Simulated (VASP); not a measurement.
Wanted: the native input for a VASP 6.6.1 run.

```
Task                   : single point
Functional             : PBE
Potentials or basis    : VASP PAW PBE potentials, release 64 (Al, In_d, Sb)
Cutoff                 : 520 eV
k mesh                 : 12 × 12 × 4
Occupations            : gaussian, width 0.1 eV
Spin                   : no spin polarisation
Dipole correction      : no
Further INCAR settings : ALGO = Normal; EDIFF = 1e-07; NBANDS = 31
```

The structure of AlIn2Sb3 lies in POSCAR:

```
AlIn2Sb3
1.0
    4.5916574266      0.0000000000      0.0000000000
   -2.2958287133      3.9764919769      0.0000000000
    0.0000000000      0.0000000000     11.2654252000
Al In Sb
1 2 3
Direct
    0.3333333333      0.6666666667      0.6670400000
    0.0000000000      0.0000000000      0.9941110000
    0.6666666667      0.3333333333      0.3379010000
    0.0000000000      0.0000000000      0.7388430000
    0.3333333333      0.6666666667      0.4279650000
    0.6666666667      0.3333333333      0.0841400000
```

One way to write it, as run:

INCAR

```
SYSTEM = AlIn2Sb3
  PREC = Accurate
  ENCUT = 520
  EDIFF = 1E-7
  ISMEAR = 0
  SIGMA = 0.1
  LREAL = .False.
  LASPH = .True.
  NELM = 80
  ALGO = Normal
  ISIF = 2
  LWAVE = .False.
  LCHARG = .True.
  GGA = PE
  LELF = .True.
  LVHAR = .True.
  NBANDS = 31
```

KPOINTS

```
regular mesh
0
Gamma
  12 12 4
  0 0 0
```

Potentials or basis: VASP PAW PBE potentials, release 64 (Al, In_d, Sb).

Command:

```bash
$ cat potpaw_PBE.64/Al/POTCAR potpaw_PBE.64/In_d/POTCAR potpaw_PBE.64/Sb/POTCAR > POTCAR
$ mpirun -np 1 vasp_std > vasp.out
```

It gave:

```yaml
Pressure: 0.0 GPa
Largest_force: 0.015 eV/Å
Band_gap_on_the_k_mesh: zero (filled and empty bands touch)
```

Caveat: semilocal functionals underestimate gaps, and a narrow one can read as zero; spin-orbit coupling is left out, which moves the levels of the heavy elements.

It took 3.1 min on 1 thread of Intel(R) Xeon(R) 6975P-C (Granite Rapids) (shared host), peak memory 0.59 GiB.
